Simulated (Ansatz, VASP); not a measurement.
# One calculation of PbS, two programs

```
Pb S
1.0
     0.00000    2.96500    2.96500
     2.96500    0.00000    2.96500
     2.96500    2.96500    0.00000
Pb S
1 1
Direct
  0.00000 0.00000 0.00000
  0.50000 0.50000 0.50000
```

Alike in both runs: task single point; functional PBE; k mesh 7 × 7 × 7; occupations tetrahedron; no spin polarisation.

|  | VASP | Ansatz |
| --- | --- | --- |
| version | VASP 6.6.1 | Ansatz 0.2.0 |
| potentials or method | VASP PAW PBE potentials, release 64 (Pb_d, S), cutoff 500 eV | all-electron LAPW, scalar-relativistic |

```tsv
	VASP	Ansatz	Ansatz less VASP
pressure (GPa)	2.1	2.2	+0.09
```

Ansatz ran all-electron here, and VASP with PAW potentials. Ansatz's warnings: band table not solved further, tetrahedron derivatives may miss energy slope.

Spin-orbit coupling is off throughout.
